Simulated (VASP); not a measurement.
# Te (C2/m) in VASP: further runs

The runs below take Te through single point, relaxation of cell and atoms, with PBEsol+D3(BJ), PBEsol.

All numbers are computed with VASP 6.6.1; they aren't measurements. Logs are shortened: lines on timing, memory, paths and dates and some standing lists are left out, and cuts for length are marked.

## (1) The cell of the first run

Symmetry: C2/m, No. 12, monoclinic system. The conventional cell has a = 7.273 Å, b = 4.159 Å, c = 5.920 Å, α = 90.00°, β = 90.37°, γ = 90.00°. Within 4.2 Å of Te (site symmetry 2/m) lie 12 Te at 3.05 to 4.19 Å. Te (site symmetry m) has 12 Te at 3.04 to 4.19 Å within 4.2 Å.

## (2) Single point, PBEsol+D3(BJ)

File INCAR:

```
SYSTEM = Te
PREC     = Accurate       ! precision mode
ENCUT    = 520            ! plane-wave cutoff, eV
EDIFF    = 1E-7           ! SCF threshold, eV
ISMEAR   = -1             ! smearing method
SIGMA    = 0.05           ! smearing width, eV
LREAL    = .FALSE.        ! projectors in reciprocal space
LASPH    = .TRUE.         ! aspherical terms in the spheres
NELM     = 80             ! most SCF steps
ALGO     = Normal         ! electronic algorithm
ISIF     = 2              ! what is computed and relaxed
LWAVE    = .FALSE.        ! write WAVECAR
LCHARG   = .FALSE.        ! write CHGCAR
GGA      = PS             ! functional
IVDW     = 12             ! dispersion correction
NBANDS   = 16             ! bands
```

File KPOINTS:

```
Automatic mesh
0
G
  7 7 5
  0 0 0
```

File POSCAR:

```
Te
1.0
    3.6366015186     -2.0792827552      0.0162778866
    3.6366015186      2.0792827552      0.0162778866
   -0.0642936065      0.0000000000      5.9195605512
Te
3
Direct
    0.0000000000      0.0000000000      0.0000000000
    0.3204995667      0.3204995667      0.3348775732
    0.6795004333      0.6795004333      0.6651224268
```

Potentials or basis: VASP PAW PBE potentials, release 64 (Te).

On the command line:

```sh
cat potpaw_PBE.64/Te/POTCAR > POTCAR
mpirun -np 1 vasp_std > vasp.out
```

OUTCAR:

```text
SYSTEM = Te
   PREC = Accurate
   ENCUT = 520
   EDIFF = 1E-7
   ISMEAR = -1
   LREAL = .FALSE.
   LASPH = .TRUE.
   NELM = 80
   ISIF = 2
   GGA = PS
   IVDW = 12
 IVDW          = 12

 ion  position               nearest neighbor table
   1  0.000  0.000  0.000-   2 3.05   3 3.05   3 3.16   3 3.16   2 3.16   2 3.16
   2  0.320  0.320  0.335-   3 3.04   3 3.04   1 3.05   1 3.16   1 3.16   3 3.25
   3  0.680  0.680  0.665-   2 3.04   2 3.04   1 3.05   1 3.16   1 3.16   2 3.25

  LATTYP: Found a base centered monoclinic cell.
 ALAT       =     7.2732758987
 B/A-ratio  =     0.5717596264
 C/A-ratio  =     0.8139261836
 COS(beta)  =    -0.0063846462

  Lattice vectors:

 A1 = (   3.6366015186,  -2.0792827552,   0.0162778866)
 A2 = (   3.6366015186,   2.0792827552,   0.0162778866)
 A3 = (  -0.0642936065,   0.0000000000,   5.9195605512)

Analysis of symmetry for initial positions (statically):
=====================================================================
 Subroutine PRICEL returns:
 Original cell was already a primitive cell.

 Routine SETGRP: Setting up the symmetry group for a
 base centered monoclinic supercell.

 Subroutine GETGRP returns: Found  4 space group operations
 (whereof  4 operations were pure point group operations)
 out of a pool of  4 trial point group operations.

The static configuration has the point symmetry C_2h.

Analysis of symmetry for dynamics (positions and initial velocities):
=====================================================================
 Subroutine PRICEL returns:
 Original cell was already a primitive cell.

 Routine SETGRP: Setting up the symmetry group for a
 base centered monoclinic supercell.

 Subroutine GETGRP returns: Found  4 space group operations
 (whereof  4 operations were pure point group operations)
 out of a pool of  4 trial point group operations.

The dynamic configuration has the point symmetry C_2h.

 Subroutine INISYM returns: Found  4 space group operations
 (whereof  4 operations are pure point group operations),
 and found     1 'primitive' translations

----------------------------------------------------------------------------------------

                                     Primitive cell

  volume of cell :      89.5261

  direct lattice vectors                    reciprocal lattice vectors
     3.636601519 -2.079282755  0.016277887     0.137484322 -0.240467536  0.001493246
     3.636601519  2.079282755  0.016277887     0.137484322  0.240467536  0.001493246
    -0.064293607  0.000000000  5.919560551    -0.000756122  0.000000000  0.168923247

  length of vectors
     4.189099229  4.189099229  5.919909694     0.276999647  0.276999647  0.168924939

  position of ions in fractional coordinates (direct lattice)
     0.000000000  0.000000000  0.000000000
     0.320499567  0.320499567  0.334877573
     0.679500433  0.679500433  0.665122427

  ion indices of the primitive-cell ions
   primitive index   ion index
                 1           1
                 2           2
                 3           3

----------------------------------------------------------------------------------------

 KPOINTS: Automatic mesh

Automatic generation of k-mesh.
 Grid dimensions read from file:
 generate k-points for:    7    7    5

 Generating k-lattice:

  Cartesian coordinates                     Fractional coordinates (reciprocal lattice)
     0.019640617 -0.034352505  0.000213321     0.142857143 -0.000000000  0.000000000
     0.019640617  0.034352505  0.000213321    -0.000000000  0.142857143  0.000000000
    -0.000151224  0.000000000  0.033784649     0.000000000  0.000000000  0.200000000

  Length of vectors
     0.039571378  0.039571378  0.033784988

  Shift w.r.t. Gamma in fractional coordinates (k-lattice)
     0.000000000  0.000000000  0.000000000

 Subroutine IBZKPT returns following result:
 ===========================================

 Found     72 irreducible k-points:

 Following reciprocal coordinates:
            Coordinates               Weight
  0.000000  0.000000  0.000000      1.000000
  0.142857  0.000000  0.000000      4.000000
  0.285714  0.000000  0.000000      4.000000
  0.428571  0.000000  0.000000      4.000000
  0.142857  0.142857  0.000000      2.000000
  0.285714  0.142857  0.000000      4.000000
[... 16 lines left out ...]
 -0.142857 -0.000000  0.200000      4.000000
  0.142857  0.142857  0.200000      2.000000
 [... further k-points ...]
   k-points           NKPTS =     72   k-points in BZ     NKDIM =     72   number of bands    NBANDS=     16
   number of dos      NEDOS =    301   number of ions     NIONS =      3
   total plane-waves  NPLWV =  49152
   dimension x,y,z NGX =    32 NGY =   32 NGZ =   48
   dimension x,y,z NGXF=    64 NGYF=   64 NGZF=   96
   ions per type =               3
   NGX,Y,Z   is equivalent  to a cutoff of  12.70, 12.70, 13.48 a.u.
   NGXF,Y,Z  is equivalent  to a cutoff of  25.40, 25.40, 26.96 a.u.
 SYSTEM =  Te
   PREC   = accura    normal or accurate (medium, high low for compatibility)
   ISTART =      0    job   : 0-new  1-cont  2-samecut
   ICHARG =      2    charge: 1-file 2-atom 10-const
   ISPIN  =      1    spin polarized calculation?
   LNONCOLLINEAR =      F non collinear calculations
   LSORBIT =      F    spin-orbit coupling
   LASPH  =      T    aspherical Exc in radial PAW
   ENCUT  =  520.0 eV  38.22 Ry    6.18 a.u.   7.79  7.79 11.01*2*pi/ulx,y,z
   NELM   =     80;   NELMIN=  2; NELMDL= -5     # of ELM steps
   EDIFF  = 0.1E-06   stopping-criterion for ELM
   LREAL  =      F    real-space projection
   EDIFFG = 0.1E-05   stopping-criterion for IOM
   NSW    =      0    number of steps for IOM
   IBRION =     -1    ionic relax: 0-MD 1-quasi-New 2-CG
   NFREE  =      0    steps in history (QN), initial steepest desc. (CG)
   ISIF   =      2    stress and relaxation
   ISYM   =      2    0-nonsym 1-usesym 2-fastsym
   POTIM  = 0.5000    time-step for ionic-motion
   TEBEG  =    0.0;   TEEND  =   0.0 temperature during run
   PSTRESS=    0.0 pullay stress
   NELECT =      18.0000    total number of electrons
   NUPDOWN=      -1.0000    fix difference up-down
   EMIN   =  10.00;   EMAX   =-10.00  energy-range for DOS
   EFERMI =   0.00;   METHOD = LEGACY
   ISMEAR =    -1;   SIGMA  =   0.05  broadening in eV -4-tet -1-fermi 0-gaus
   EFERMI_NEDOS =   21; number of points for ismear=-14 and -15
   IALGO  =     38    algorithm
   IMIX   =      4    mixing-type and parameters
     AMIX     =   0.40;   BMIX     =  1.00
     AMIX_MAG =   1.60;   BMIX_MAG =  1.00
  volume/ion in A,a.u.               =      29.84       201.38
  Fermi-wavevector in a.u.,A,eV,Ry     =   0.959067  1.812374 12.514774  0.919810
  Thomas-Fermi vector in A             =   2.088230
   LORBIT       =      0    0 simple, 1 ext, 2 COOP (PROOUT), +10 PAW based schemes
   GGA     = PS    functional components
   LHFCALC =     F    Hartree Fock is set to
   AEXX    =    0.0000 exact exchange contribution
   IVDW    =    12    specifies the selected vdW correction
   LEPSILON=     F    determine dielectric tensor
   LRPA    =     F    only Hartree local field effects (RPA)
 non-spin polarized calculation
  energy-cutoff  :      520.00
  volume of cell :       89.53
 maximum number of plane-waves:      2433
   NGX = 15   NGY = 15   NGZ = 23

 number of electron      18.0000000 magnetization

 Free energy of the ion-electron system (eV)
  ---------------------------------------------------
  ext. energy  EPLUGINS =         0.00000000
  ---------------------------------------------------
  free energy    TOTEN  =       -10.48188122 eV

  energy without entropy =      -10.47178273  energy(sigma->0) =      -10.47683198

 E-fermi :   7.5040     XC(G=0):  -9.8366

 val. band max:        7.4774248677   @ k =   0.4286   0.4286   0.0000
 cond. band min:       7.5077158130   @ k =   0.0000   0.0000   0.4000
 fundamental gap:      0.0302909453
 Fermi energy:         7.5040395800

 k-point     1 :       0.0000    0.0000    0.0000
  band No.  band energies     occupation
      1      -6.8091      2.00000
      2      -3.2573      2.00000
      3      -3.2067      2.00000
      4       4.9849      2.00000
      5       5.0343      2.00000
      6       5.3398      2.00000
[... 8 lines left out ...]
     15      13.5735      0.00000
     16      13.5822      0.00000

 k-point     2 :       0.1429    0.0000    0.0000
  band No.  band energies     occupation
      1      -6.6147      2.00000
      2      -3.2239      2.00000
      3      -3.1554      2.00000
      4       3.2921      2.00000
      5       4.0408      2.00000
      6       4.3648      2.00000
[... 8 lines left out ...]
     15      13.4501      0.00000
     16      14.1257      0.00000

 k-point     3 :       0.2857    0.0000    0.0000
  band No.  band energies     occupation
      1      -6.0479      2.00000
      2      -3.4276      2.00000
      3      -2.9522      2.00000
      4       2.1132      2.00000
      5       2.9551      2.00000
      6       3.6239      2.00000
[... 8 lines left out ...]
     15      14.2156      0.00000
     16      15.3977      0.00000

 k-point     4 :       0.4286    0.0000    0.0000
  band No.  band energies     occupation
      1      -5.1784      2.00000
      2      -4.1597      2.00000
      3      -2.7475      2.00000
      4       2.1726      2.00000
      5       2.3308      2.00000
      6       3.2013      2.00000
[... 8 lines left out ...]
     15      16.0313      0.00000
     16      16.5875      0.00000

 k-point     5 :       0.1429    0.1429    0.0000
  band No.  band energies     occupation
      1      -6.6186      2.00000
      2      -3.2377      2.00000
      3      -3.1454      2.00000
      4       3.2446      2.00000
      5       4.0847      2.00000
      6       4.3639      2.00000
[... 8 lines left out ...]
     15      13.5150      0.00000
     16      14.1791      0.00000

 k-point     6 :       0.2857    0.1429    0.0000
  band No.  band energies     occupation
      1      -6.2417      2.00000
      2      -3.2266      2.00000
      3      -3.1208      2.00000
      4       2.5405      2.00000
      5       2.6319      2.00000
      6       4.8169      2.00000
[... 8 lines left out ...]
     15      14.3589      0.00000
     16      15.0388      0.00000
[... 267 lines left out ...]
 k-point    21 :      -0.4286   -0.0000    0.2000
  band No.  band energies     occupation
      1      -5.1608      2.00000
      2      -3.8451      2.00000
      3      -3.2682      2.00000
      4       2.1116      2.00000
      5       2.7731      2.00000
      6       3.4050      2.00000
[... 8 lines left out ...]
     15      15.4672      0.00000
     16      16.0408      0.00000

 k-point    22 :      -0.2857   -0.0000    0.2000
  band No.  band energies     occupation
      1      -5.9323      2.00000
      2      -3.9067      2.00000
      3      -2.7140      2.00000
      4       2.9374      2.00000
      5       3.6122      2.00000
      6       3.7695      2.00000
[... 8 lines left out ...]
     15      13.4364      0.00000
     16      14.0291      0.00000

 k-point    23 :      -0.1429   -0.0000    0.2000
  band No.  band energies     occupation
      1      -6.4694      2.00000
      2      -4.3133      2.00000
      3      -2.0610      2.00000
      4       3.3569      2.00000
      5       4.6131      2.00000
      6       4.6904      2.00000
[... 8 lines left out ...]
     15      12.8699      0.00000
     16      13.1348      0.00000

 k-point    24 :       0.1429    0.1429    0.2000
  band No.  band energies     occupation
      1      -6.4688      2.00000
      2      -4.3330      2.00000
      3      -2.0460      2.00000
      4       3.3032      2.00000
      5       4.6575      2.00000
      6       4.7790      2.00000
[... 8 lines left out ...]
     15      12.9367      0.00000
     16      13.1570      0.00000

 [... further k-points ...]

------------------------ aborting loop because EDIFF is reached ----------------------------------------

 Edisp (eV)   -1.39354

 E8    (eV) :    -0.9463

  FORCE on cell =-STRESS in cart. coord.  units (eV):
  Direction    XX          YY          ZZ          XY          YZ          ZX
  --------------------------------------------------------------------------------------
  -------------------------------------------------------------------------------------
  Total      -0.11307    -0.10657    -0.09797     0.00000     0.00000    -0.00134
  in kB      -2.02353    -1.90718    -1.75331     0.00000     0.00000    -0.02392
  external pressure =       -1.89 kB  Pullay stress =        0.00 kB

 VOLUME and BASIS-vectors are now :
 -----------------------------------------------------------------------------
  energy-cutoff  :      520.00
  volume of cell :       89.53
      direct lattice vectors                 reciprocal lattice vectors
     3.636601519 -2.079282755  0.016277887     0.137484322 -0.240467536  0.001493246
     3.636601519  2.079282755  0.016277887     0.137484322  0.240467536  0.001493246
    -0.064293607  0.000000000  5.919560551    -0.000756122  0.000000000  0.168923247

 POSITION                                       TOTAL-FORCE (eV/Angst)
 -----------------------------------------------------------------------------------
      0.00000      0.00000      0.00000         0.000000      0.000000     -0.000000
      2.30953      0.00000      1.99276         0.006163      0.000000      0.000120
      4.89938      0.00000      3.95935        -0.006163      0.000000     -0.000120
 -----------------------------------------------------------------------------------
    total drift:                                0.000000      0.000000      0.000000

  FREE ENERGIE OF THE ION-ELECTRON SYSTEM (eV)
  ---------------------------------------------------
  free  energy   TOTEN  =       -11.8754181646 eV

  energy  without entropy=      -11.8653196721  energy(sigma->0) =      -11.87036892
```

Wall time 2.6 min (1 thread of AMD EPYC, shared host); peak memory 0.23 GiB.

Results:

| Quantity | Value |
| --- | --- |
| Free energy | -11.8754 eV |
| Pressure | -0.2 GPa |
| Largest force | 0.006 eV/Å |
| Band gap on the k mesh | zero (bands 9 and 10 overlap by 0.07 eV) |
| Dispersion energy per atom | -0.465 eV |

Forces on the atoms (eV/Å):
```
Te   0.000  0.000  0.000
Te   0.006  0.000  0.000
Te  -0.006  0.000  0.000
```

Levels at points of the mesh, in eV from the Fermi level:
| k point | band 6 | band 7 | band 8 | band 9 | band 10 | band 11 | band 12 | band 13 |
| --- | --- | --- | --- | --- | --- | --- | --- | --- |
| (0.00, 0.00, 0.00) | -2.16 | -2.06 | -1.90 | -1.84 | 1.16 | 1.17 | 1.85 | 4.68 |

Caveat: three body term missing; the PAW data sets were made with another functional, which shifts forces and pressure a little; spin-orbit coupling is left out, which moves the levels of the heavy elements.

## (3) Single point, PBEsol

This run uses another cell than the first one, of 31.23 Å³/atom.

File INCAR:

```
SYSTEM = Te
ALGO     = Normal         ! electronic algorithm
EDIFF    = 1E-6           ! SCF threshold, eV
ENCUT    = 520            ! plane-wave cutoff, eV
GGA      = PS             ! functional
ISIF     = 2              ! what is computed and relaxed
ISMEAR   = -1             ! smearing method
LASPH    = .True.         ! aspherical terms in the spheres
LCHARG   = .False.        ! write CHGCAR
LREAL    = .False.        ! projectors in reciprocal space
LWAVE    = .False.        ! write WAVECAR
NBANDS   = 16             ! bands
NELM     = 80             ! most SCF steps
PREC     = Accurate       ! precision mode
SIGMA    = 0.05           ! smearing width, eV
```

File KPOINTS:

```
k-points
0
Gamma
  7 7 5
  0 0 0
```

File POSCAR:

```
Te
1.0
    3.7420796697     -2.1429873958      0.0143401382
    3.7420796697      2.1429873958      0.0143401382
   -0.0699282023      0.0000000000      5.8416810516
Te
3
Direct
    0.0000000000      0.0000000000      0.0000000000
    0.3191048269      0.3191048269      0.3353192908
    0.6808951731      0.6808951731      0.6646807092
```

Potentials or basis: VASP PAW PBE potentials, release 64 (Te).

On the command line:

```sh
cat potpaw_PBE.64/Te/POTCAR > POTCAR
mpirun -np 1 vasp_std > vasp.out
```

OUTCAR:

```text
SYSTEM = Te
   EDIFF = 1E-6
   ENCUT = 520
   GGA = PS
   ISIF = 2
   ISMEAR = -1
   LASPH = .True.
   LREAL = .False.
   NELM = 80
   PREC = Accurate

 ion  position               nearest neighbor table
   1  0.000  0.000  0.000-   2 3.08   3 3.08   3 3.21   3 3.21   2 3.21   2 3.21
   2  0.319  0.319  0.335-   3 3.07   3 3.07   1 3.08   1 3.21   1 3.21   3 3.31
   3  0.681  0.681  0.665-   2 3.07   2 3.07   1 3.08   1 3.21   1 3.21   2 3.31

  LATTYP: Found a base centered monoclinic cell.
 ALAT       =     7.4842142925
 B/A-ratio  =     0.5726686362
 C/A-ratio  =     0.7805895647
[... 651 lines left out ...]
  Direction    XX          YY          ZZ          XY          YZ          ZX
  --------------------------------------------------------------------------------------
  -------------------------------------------------------------------------------------
  Total        0.0295981      0.0275122      0.0383866      0.0000000      0.0000000     -0.0002414
  in kB        0.5061204      0.4704528      0.6564015      0.0000000      0.0000000     -0.0041271
  external PRESSURE =       0.5443249 kB  Pullay stress =       0.0000000 kB

 VOLUME and BASIS-vectors are now :
 -----------------------------------------------------------------------------
  energy-cutoff  :      520.00
  volume of cell :       93.70
      direct lattice vectors                 reciprocal lattice vectors
     3.742079670 -2.142987396  0.014340138     0.133609412 -0.233319151  0.001599380
     3.742079670  2.142987396  0.014340138     0.133609412  0.233319151  0.001599380
    -0.069928202  0.000000000  5.841681052    -0.000655968  0.000000000  0.171175749

 POSITION                                       TOTAL-FORCE (eV/Angst)
 -----------------------------------------------------------------------------------
      0.00000      0.00000      0.00000         0.000000     -0.000000      0.000000
      2.36478      0.00000      1.96798         0.007258      0.000000     -0.000379
      5.04945      0.00000      3.90238        -0.007258      0.000000      0.000379
 -----------------------------------------------------------------------------------
    total drift:                                0.000000      0.000000     -0.000000

  FREE ENERGIE OF THE ION-ELECTRON SYSTEM (eV)
  ---------------------------------------------------
  free  energy   TOTEN  =       -10.5117976512 eV

  energy  without entropy=      -10.5013596779  energy(sigma->0) =      -10.50657866
```

stdout:

```text
POSCAR found type information on POSCAR Te
 POSCAR found :  1 types and       3 ions
 scaLAPACK will be used
 -----------------------------------------------------------------------------
|                                                                             |
|                                                                             |
|     You enforced a specific xc type in the INCAR file but a different       |
|     I HOPE YOU KNOW WHAT YOU ARE DOING!                                     |
|                                                                             |
 -----------------------------------------------------------------------------

 LDA part: xc-table for (Slater+PW92), standard interpolation
 POSCAR, INCAR and KPOINTS ok, starting setup
 FFT: planning ... GRIDC
 FFT: planning ... GRID_SOFT
 FFT: planning ... GRID
 WAVECAR not read
 entering main loop
```

Wall time 2.4 min (1 thread of AMD EPYC, shared host); peak memory 0.22 GiB.

What came out:

* Free energy: -10.5118 eV
* Pressure: 0.1 GPa
* Largest force: 0.007 eV/Å
* Band gap on the k mesh: zero (bands 9 and 10 overlap by 0.25 eV)

Forces on the atoms (eV/Å):
```
Te   0.000  0.000  0.000
Te   0.007  0.000  0.000
Te  -0.007  0.000  0.000
```

Caveat: the PAW data sets were made with another functional, which shifts forces and pressure a little; spin-orbit coupling is left out, which moves the levels of the heavy elements.

(Continued in part 2 of 2.)
